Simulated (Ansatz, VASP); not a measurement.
Given: the input of a run of Ansatz 0.2.0 on P.

input.yaml

```yaml
crystal:
  lattice:
    - [1.6254735952, -5.3911768097, 0.0]
    - [1.6254735952, 5.3911768097, 0.0]
    - [0.0, 0.0, 4.4822275814]
  atoms:
    - { symbol: P, position: [0.90414313, 0.09585687, 0.58881517] }
    - { symbol: P, position: [0.09585687, 0.90414313, 0.41118483] }
    - { symbol: P, position: [0.59585687, 0.40414313, 0.08881517] }
    - { symbol: P, position: [0.40414313, 0.59585687, 0.91118483] }
hamiltonian:
  xc: pbe
  pseudopotentials: { kind: paw }
  dispersion: d4
kpoints:
  mp_grid: { grid: [8, 8, 6] }
scf:
  occupations: { method: fermi_dirac, width: 0.05 }
output:
  forces: true
  stress: true
  eigenvalues: true
```

Potentials or basis: Ansatz PAW.

Run with:

```console
$ ansatz run input.yaml --threads 2 --pin off --max-ram 5120MiB --backend cpu --events-out ev --progress --plain --runs-dir out
```

Question: Set up the same calculation for VASP 6.6.1. Potentials there: VASP PAW PBE potentials, release 64 (P).

Answer: As run (the cutoff follows the program's own potentials):

The input INCAR:

```
SYSTEM = P
PREC = Accurate
ENCUT = 500
EDIFF = 1E-6
ISMEAR = -1
SIGMA = 0.05
LREAL = .FALSE.
LASPH = .TRUE.
NELM = 120
ALGO = Normal
ISIF = 2
LWAVE = .FALSE.
LCHARG = .FALSE.
GGA = PE
IVDW = 13
NBANDS = 18
GGA_COMPAT = .FALSE.
```

File KPOINTS:

```
regular mesh
0
G
  8 8 6
  0 0 0
```

The input POSCAR:

```
P
1.0
    1.6254735952     -5.3911768097      0.0000000000
    1.6254735952      5.3911768097      0.0000000000
    0.0000000000      0.0000000000      4.4822275814
P
4
Direct
    0.9041431300      0.0958568700      0.5888151700
    0.0958568700      0.9041431300      0.4111848300
    0.5958568700      0.4041431300      0.0888151700
    0.4041431300      0.5958568700      0.9111848300
```

Potentials or basis: VASP PAW PBE potentials, release 64 (P).

The run is started by

```bash
$ cat potpaw_PBE.64/P/POTCAR > POTCAR
$ mpirun -np 1 vasp_std > vasp.out
```

Both were run:

|  | VASP | Ansatz | Ansatz less VASP |
| --- | --- | --- | --- |
| gap on the k mesh at the Fermi level (eV) | 0.05 | 0.04 | -0.010 |
| least direct gap on the mesh (eV) | 0.05 | 0.04 | -0.010 |
| pressure (GPa) | 2.2 | 2.6 | +0.37 |
| traceless stress, the component that is largest in VASP (GPa) | 0.79 | 0.80 | +0.008 |
| rms of the force components (eV/Å) | 0.382 | 0.416 | +0.0338 |

Atom by atom the forces differ by 0.034 eV/Å (rms over components).
